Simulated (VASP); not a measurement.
# PrHRh3 (P6_3/mcm) in VASP: notebook

The runs below take PrHRh3 through relaxation of cell and atoms, single point, with PBE.

Program: VASP 6.6.1. These are calculated values, not measurements. Logs are shortened: lines on timing, memory, paths and dates and some standing lists are left out, and cuts for length are marked.

## 1. The cell of the first run

Symmetry: P6_3/mcm, No. 193, hexagonal system. The conventional cell has a = 4.728 Å, b = 4.728 Å, c = 9.704 Å, α = 90.00°, β = 90.00°, γ = 120.00°. Within 3.2 Å of Pr (site symmetry -3m) lie 2 H at 2.43 Å and 6 Rh at 2.99 Å. H (site symmetry -62m) has 3 Rh at 1.75 Å within 2.3 Å. Rh (site symmetry m2m) has 1 H at 1.75 Å within 2.3 Å.

The cell was built from a structure type or drawn by symmetry, and may not be a known phase.

## 2. Relaxation of cell and atoms, PBE

File INCAR:

```
SYSTEM = PrHRh3
ALGO     = Normal         ! electronic algorithm
EDIFF    = 1E-7           ! SCF threshold, eV
EDIFFG   = -0.01          ! ionic threshold
ENCUT    = 500            ! plane-wave cutoff, eV
GGA      = PE             ! functional
GGA_COMPAT= .FALSE.      
IBRION   = 2              ! ionic algorithm
ISIF     = 3              ! what is computed and relaxed
ISMEAR   = 0              ! smearing method
LASPH    = .TRUE.         ! aspherical terms in the spheres
LCHARG   = .FALSE.        ! write CHGCAR
LMAXMIX  = 6              ! l up to which the mixer works
LREAL    = .FALSE.        ! projectors in reciprocal space
LWAVE    = .FALSE.        ! write WAVECAR
NELM     = 200            ! most SCF steps
NELMIN   = 4            
NSW      = 100            ! ionic steps
PREC     = Accurate       ! precision mode
SIGMA    = 0.1            ! smearing width, eV
```

File KPOINTS:

```
k-points
0
G
  6 6 4
  0 0 0
```

File POSCAR:

```
PrHRh3
1.0
    4.7284966677      0.0000000000      0.0000000000
   -2.3642483339      4.0949982360      0.0000000000
    0.0000000000      0.0000000000      9.7041954629
Pr H Rh
2 2 6
Direct
    0.0000000000      0.0000000000      0.0000000000
    0.0000000000      0.0000000000      0.5000000000
    0.0000000000      0.0000000000      0.2500000000
    0.0000000000      0.0000000000      0.7500000000
    0.6288751409      0.0000000000      0.2500000000
    0.0000000000      0.6288751409      0.2500000000
    0.3711248591      0.3711248591      0.2500000000
    0.3711248591      0.0000000000      0.7500000000
    0.0000000000      0.3711248591      0.7500000000
    0.6288751409      0.6288751409      0.7500000000
```

Potentials or basis: VASP PAW PBE potentials, release 64 (Pr_3, H, Rh_pv), 4f in core.

Started as:

```sh
> cat potpaw_PBE.64/Pr_3/POTCAR potpaw_PBE.64/H/POTCAR potpaw_PBE.64/Rh_pv/POTCAR > POTCAR
> mpirun -np 1 vasp_std > vasp.out
```

OUTCAR:

```text
SYSTEM = PrHRh3
   EDIFF = 1E-7
   EDIFFG = -0.01
   ENCUT = 500
   GGA = PE
   IBRION = 2
   ISIF = 3
   ISMEAR = 0
   LASPH = .TRUE.
   LREAL = .FALSE.
   NELM = 200
   NELMIN = 4
   NSW = 100
   PREC = Accurate

 ion  position               nearest neighbor table
   1  0.000  0.000  0.000-   5 2.99   8 2.99   7 2.99  10 2.99   9 2.99   6 2.99
   2  0.000  0.000  0.500-   5 2.99   8 2.99   7 2.99  10 2.99   9 2.99   6 2.99
   3  0.000  0.000  0.250-   5 1.75   7 1.75   6 1.75
   4  0.000  0.000  0.750-   8 1.75  10 1.75   9 1.75
   5  0.629  0.000  0.250-   3 1.75   6 2.59   7 2.59   6 2.59   7 2.59   1 2.99   2 2.99   7 3.04
                             6 3.04
   6  0.000  0.629  0.250-   3 1.75   7 2.59   5 2.59   7 2.59   5 2.59   1 2.99   2 2.99   5 3.04
                             7 3.04
   7  0.371  0.371  0.250-   3 1.75   6 2.59   6 2.59   5 2.59   5 2.59   2 2.99   1 2.99   5 3.04
                             6 3.04
   8  0.371  0.000  0.750-   4 1.75   9 2.59  10 2.59   9 2.59  10 2.59   2 2.99   1 2.99  10 3.04
                             9 3.04
   9  0.000  0.371  0.750-   4 1.75  10 2.59   8 2.59  10 2.59   8 2.59   2 2.99   1 2.99   8 3.04
                            10 3.04
  10  0.629  0.629  0.750-   4 1.75   9 2.59   9 2.59   8 2.59   8 2.59   2 2.99   1 2.99   8 3.04
                             9 3.04

  LATTYP: Found a hexagonal cell.
 ALAT       =     4.7284966677
 C/A-ratio  =     2.0522792221

  Lattice vectors:

 A1 = (   4.7284966677,   0.0000000000,   0.0000000000)
 A2 = (  -2.3642483339,   4.0949982360,   0.0000000000)
 A3 = (   0.0000000000,   0.0000000000,   9.7041954629)

Analysis of symmetry for initial positions (statically):
=====================================================================
 Subroutine PRICEL returns:
 Original cell was already a primitive cell.

 Routine SETGRP: Setting up the symmetry group for a
 hexagonal supercell.

 Subroutine GETGRP returns: Found 24 space group operations
 (whereof 12 operations were pure point group operations)
 out of a pool of 24 trial point group operations.

The static configuration has the point symmetry D_3d.
 The point group associated with its full space group is D_6h.

Analysis of symmetry for dynamics (positions and initial velocities):
=====================================================================
 Subroutine PRICEL returns:
 Original cell was already a primitive cell.

 Routine SETGRP: Setting up the symmetry group for a
 hexagonal supercell.

 Subroutine GETGRP returns: Found 24 space group operations
 (whereof 12 operations were pure point group operations)
[... 107 lines left out ...]
   ISTART =      0    job   : 0-new  1-cont  2-samecut
   ICHARG =      2    charge: 1-file 2-atom 10-const
   ISPIN  =      1    spin polarized calculation?
   LNONCOLLINEAR =      F non collinear calculations
   LSORBIT =      F    spin-orbit coupling
   LASPH  =      T    aspherical Exc in radial PAW
   ENCUT  =  500.0 eV  36.75 Ry    6.06 a.u.   8.62  8.62 17.69*2*pi/ulx,y,z
   NELM   =    200;   NELMIN=  4; NELMDL= -5     # of ELM steps
   EDIFF  = 0.1E-06   stopping-criterion for ELM
   LREAL  =      F    real-space projection
   EDIFFG = -.1E-01   stopping-criterion for IOM
   NSW    =    100    number of steps for IOM
   IBRION =      2    ionic relax: 0-MD 1-quasi-New 2-CG
   NFREE  =      1    steps in history (QN), initial steepest desc. (CG)
   ISIF   =      3    stress and relaxation
   ISYM   =      2    0-nonsym 1-usesym 2-fastsym
   POTIM  = 0.5000    time-step for ionic-motion
   TEBEG  =    0.0;   TEEND  =   0.0 temperature during run
   PSTRESS=    0.0 pullay stress
   NELECT =     114.0000    total number of electrons
   NUPDOWN=      -1.0000    fix difference up-down
   EMIN   =  10.00;   EMAX   =-10.00  energy-range for DOS
   EFERMI =   0.00;   METHOD = LEGACY
   ISMEAR =     0;   SIGMA  =   0.10  broadening in eV -4-tet -1-fermi 0-gaus
   EFERMI_NEDOS =   21; number of points for ismear=-14 and -15
   IALGO  =     38    algorithm
   IMIX   =      4    mixing-type and parameters
     AMIX     =   0.40;   BMIX     =  1.00
     AMIX_MAG =   1.60;   BMIX_MAG =  1.00
  volume/ion in A,a.u.               =      18.79       126.80
  Fermi-wavevector in a.u.,A,eV,Ry     =   1.385897  2.618966 26.132858  1.920711
  Thomas-Fermi vector in A             =   2.510264
   LORBIT       =      0    0 simple, 1 ext, 2 COOP (PROOUT), +10 PAW based schemes
   GGA     = PE    functional components
   LHFCALC =     F    Hartree Fock is set to
   AEXX    =    0.0000 exact exchange contribution
   IVDW    =     0    specifies the selected vdW correction
   LEPSILON=     F    determine dielectric tensor
   LRPA    =     F    only Hartree local field effects (RPA)
 conjugate gradient relaxation of ions
 non-spin polarized calculation
 Gauss-broadening in eV      SIGMA  =   0.10
  energy-cutoff  :      500.00
  volume of cell :      187.90
 maximum number of plane-waves:      4793
 NGX is ok and might be reduce to    36
   NGX = 17   NGY = 17   NGZ = 35

--------------------------------------- Ionic step        1  -------------------------------------------

 number of electron     114.0000015 magnetization

 Free energy of the ion-electron system (eV)
  ---------------------------------------------------
  ext. energy  EPLUGINS =         0.00000000
  ---------------------------------------------------
  free energy    TOTEN  =       -60.85868941 eV

  energy without entropy =      -60.78055029  energy(sigma->0) =      -60.81961985

------------------------ aborting loop because EDIFF is reached ----------------------------------------

  FORCE on cell =-STRESS in cart. coord.  units (eV):
  Direction    XX          YY          ZZ          XY          YZ          ZX
  --------------------------------------------------------------------------------------
  -------------------------------------------------------------------------------------
  Total       -0.7842352     -0.7842352      1.2241746      0.0000000     -0.0000000     -0.0000000
  in kB       -6.6868344     -6.6868344     10.4380079      0.0000000     -0.0000000     -0.0000000
  external PRESSURE =      -0.9785536 kB  Pullay stress =       0.0000000 kB
[... 163 lines left out ...]
--------------------------------------- Ionic step        5  -------------------------------------------

 number of electron     114.0000025 magnetization

 Free energy of the ion-electron system (eV)
  ---------------------------------------------------
  ext. energy  EPLUGINS =         0.00000000
  ---------------------------------------------------
  free energy    TOTEN  =       -60.86702208 eV

  energy without entropy =      -60.78998252  energy(sigma->0) =      -60.82850230

 E-fermi :   5.6079     XC(G=0): -10.8380

 val. band max:        5.5975051532   @ k =   0.3333   0.1667   0.5000
 cond. band min:       5.6081996107   @ k =   0.1667   0.1667   0.5000
 fundamental gap:      0.0106944575
 Fermi energy:         5.6078693871

 k-point     1 :       0.0000    0.0000    0.0000
  band No.  band energies     occupation
      1     -40.7179      2.00000
      2     -40.7179      2.00000
      3     -40.5749      2.00000
      4     -40.5749      2.00000
      5     -40.5749      2.00000
      6     -40.5749      2.00000
[... 1517 lines left out ...]
  FREE ENERGIE OF THE ION-ELECTRON SYSTEM (eV)
  ---------------------------------------------------
  free  energy   TOTEN  =       -60.8670220836 eV

  energy  without entropy=      -60.7899825231  energy(sigma->0) =      -60.82850230

 reached required accuracy - stopping structural energy minimisation
```

OSZICAR:

```text
N       E                     dE             d eps       ncg     rms          rms(c)
DAV:   1     0.129983195459E+04    0.12998E+04   -0.66491E+04  3136   0.169E+03
DAV:   2    -0.310970608564E+01   -0.13029E+04   -0.12677E+04  3036   0.512E+02
DAV:   3    -0.616072762385E+02   -0.58498E+02   -0.56032E+02  3852   0.103E+02
[... 50 lines left out ...]
DAV:   5    -0.608669907320E+02    0.78179E-05   -0.25702E-04  3648   0.499E-02    0.309E-02
DAV:   6    -0.608670119598E+02   -0.21228E-04   -0.20712E-05  3492   0.195E-02    0.137E-02
DAV:   7    -0.608670224281E+02   -0.10468E-04   -0.12766E-05  3836   0.115E-02    0.209E-03
DAV:   8    -0.608670220962E+02    0.33194E-06   -0.67800E-07  2920   0.286E-03    0.855E-04
DAV:   9    -0.608670220836E+02    0.12611E-07   -0.60176E-08  1744   0.116E-03
   5 F= -.60867022E+02 E0= -.60828502E+02  d E =-.489197E-03
```

CONTCAR:

```text
PrHRh3
   1.00000000000000
     4.7171857515031643    0.0000000000001386   -0.0000000000000000
    -2.3585928758013428    4.0852026952329501   -0.0000000000000000
    -0.0000000000000000   -0.0000000000000000    9.7622429824722410
  Pr              H               Rh
     2     2     6
Direct
     0.0000000000000000    0.0000000000000000    0.0000000000000000
     0.0000000000000000    0.0000000000000000    0.5000000000000000
     0.0000000000000000    0.0000000000000000    0.2500000000000000
     0.0000000000000000    0.0000000000000000    0.7500000000000000
     0.6274953374059035    0.0000000000000000    0.2500000000000000
     0.0000000000000000    0.6274953374059036    0.2500000000000000
     0.3725046625940966    0.3725046625940966    0.2500000000000000
     0.3725046625940966    0.0000000000000000    0.7500000000000000
     0.0000000000000000    0.3725046625940966    0.7500000000000000
     0.6274953374059035    0.6274953374059035    0.7500000000000000

  0.00000000E+00  0.00000000E+00  0.00000000E+00
  0.00000000E+00  0.00000000E+00  0.00000000E+00
  0.00000000E+00  0.00000000E+00  0.00000000E+00
  0.00000000E+00  0.00000000E+00  0.00000000E+00
  0.00000000E+00  0.00000000E+00  0.00000000E+00
  0.00000000E+00  0.00000000E+00  0.00000000E+00
  0.00000000E+00  0.00000000E+00  0.00000000E+00
  0.00000000E+00  0.00000000E+00  0.00000000E+00
  0.00000000E+00  0.00000000E+00  0.00000000E+00
  0.00000000E+00  0.00000000E+00  0.00000000E+00
```

Wall time 14 min (1 thread of Intel Xeon Platinum 8375C at 2.90GHz (Ice Lake), shared host); peak memory 0.43 GiB.

What came out:

* Free energy: -60.8670 eV
* Relaxed volume: 18.81 Å³/atom
* Relaxed cell: a = 4.717 Å, b = 4.717 Å, c = 9.762 Å, α = 90.00°, β = 90.00°, γ = 120.00°
* Space group after relaxing (to 0.1 Å): P6_3/mcm (No. 193)
* Energy gained by relaxing: 0.8 meV/atom
* Ionic steps: 5
* Pressure after relaxing: 0.0 GPa
* Largest force after relaxing: 0.003 eV/Å
* Band gap on the k mesh: zero (bands 57 and 58 overlap by 0.38 eV)

Forces in eV/Å, atoms in the order of the input:
```
Pr   0.000  0.000  0.000
Pr   0.000  0.000  0.000
H    0.000  0.000  0.000
H    0.000  0.000  0.000
Rh  -0.003  0.000  0.000
Rh   0.002 -0.003  0.000
Rh   0.002  0.003  0.000
Rh   0.003  0.000  0.000
Rh  -0.002  0.003  0.000
Rh  -0.002 -0.003  0.000
```

The path:
```csv
step,energy change (eV),largest force (eV/Å),pressure (GPa),volume (Å³)
1,0.0000,0.1414,-0.10,187.90
2,-0.0075,0.0045,0.38,187.59
3,-0.0078,0.0221,0.30,187.64
4,-0.0080,0.0124,-0.26,188.53
5,-0.0083,0.0032,0.00,188.12
```

Final structure:
```
Pr H Rh
1.0
     4.71719    0.00000    0.00000
    -2.35859    4.08520    0.00000
     0.00000    0.00000    9.76224
Pr H Rh
2 2 6
Direct
  0.00000 0.00000 0.00000
  0.00000 0.00000 0.50000
  0.00000 0.00000 0.25000
  0.00000 0.00000 0.75000
  0.62750 0.00000 0.25000
  0.00000 0.62750 0.25000
  0.37250 0.37250 0.25000
  0.37250 0.00000 0.75000
  0.00000 0.37250 0.75000
  0.62750 0.62750 0.75000
```

Caveat: spin-orbit coupling is left out, which moves the levels of the heavy elements; the 4f electrons are frozen in the core, so they carry no moment and show no levels.

## 3. Single point, PBE, collinear spin, ferromagnetic start

File INCAR:

```
PREC = Accurate
ENCUT = 500
EDIFF = 1E-6
ISMEAR = 0
SIGMA = 0.1
LREAL = F
LASPH = T
NELM = 200
ALGO = Normal
ISIF = 2
LWAVE = F
LCHARG = F
ISPIN = 2
MAGMOM = 0 0 0 0 1 1 1 1 1 1
LORBIT = 11
LMAXMIX = 6
GGA = PE
NBANDS = 72
GGA_COMPAT = F
```

File KPOINTS:

```
Automatic mesh
0
Gamma
  6 6 2
```

POSCAR is that of step 2.

Potentials or basis: VASP PAW PBE potentials, release 64 (Pr_3, H, Rh_pv), 4f in core.

Started as:

```sh
> cat potpaw_PBE.64/Pr_3/POTCAR potpaw_PBE.64/H/POTCAR potpaw_PBE.64/Rh_pv/POTCAR > POTCAR
> mpirun -np 1 vasp_std > vasp.out
```

Wall time 4 min (1 thread of Intel Xeon 6975P-C (Granite Rapids), shared host); peak memory 0.52 GiB.

It converged, with:

```
Free energy                                           : -60.8555 eV
Pressure                                              : 0.0 GPa
Largest force                                         : 0.132 eV/Å
Net moment                                            : 0.73 μB per cell
Site moments                                          : Pr -0.01; H -0.00; Rh +0.12 μB
Valence electrons inside the program's atomic spheres : Pr 8.67; H 0.60; Rh 13.85
```

Forces in eV/Å, atoms in the order of the input:
```
Pr   0.000  0.000  0.000
Pr   0.000  0.000  0.000
H    0.000  0.000  0.000
H    0.000  0.000  0.000
Rh  -0.132  0.000  0.000
Rh   0.066 -0.115  0.000
Rh   0.066  0.115  0.000
Rh   0.132  0.000  0.000
Rh  -0.066  0.115  0.000
Rh  -0.066 -0.115  0.000
```

Stress tensor (GPa, compression positive):
```
-0.53  0.00  0.00
 0.00 -0.53  0.00
 0.00  0.00  0.94
```

Levels at points of the mesh, in eV from the Fermi level:
Spin up:
| k point | band 53 | band 54 | band 55 | band 56 | band 57 | band 58 | band 59 | band 60 | band 61 | band 62 |
| --- | --- | --- | --- | --- | --- | --- | --- | --- | --- | --- |
| (0.00, 0.00, 0.00) | -1.38 | -0.59 | -0.59 | -0.06 | -0.06 | 0.15 | 0.15 | 2.10 | 2.10 | 2.10 |
| (0.50, 0.00, 0.00) | -0.42 | -0.37 | -0.34 | -0.30 | -0.15 | 0.44 | 0.77 | 0.96 | 1.00 | 1.02 |
| (0.00, 0.00, 0.50) | -1.09 | -1.09 | 0.10 | 0.10 | 0.10 | 0.10 | 0.66 | 0.66 | 2.61 | 2.61 |
| (0.50, 0.00, 0.50) | -0.41 | -0.41 | -0.21 | -0.21 | 0.07 | 0.07 | 0.97 | 0.97 | 0.97 | 0.97 |
Spin down:
```csv
k point,band 53,band 54,band 55,band 56,band 57,band 58,band 59,band 60
"(0.00, 0.00, 0.00)",-1.30,-0.54,-0.54,0.06,0.06,0.29,0.29,2.12
"(0.50, 0.00, 0.00)",-0.31,-0.28,-0.28,-0.27,-0.02,0.50,0.83,1.04
"(0.00, 0.00, 0.50)",-1.05,-1.05,0.23,0.23,0.23,0.23,0.68,0.68
"(0.50, 0.00, 0.50)",-0.32,-0.32,-0.10,-0.10,0.12,0.12,1.02,1.02
```

Caveat: the magnetic or orbital state may not be the lowest; spin-orbit coupling is left out, which moves the levels of the heavy elements; the 4f electrons are frozen in the core, so they carry no moment and show no levels. The state reached can hang on the start; a lower one may exist.
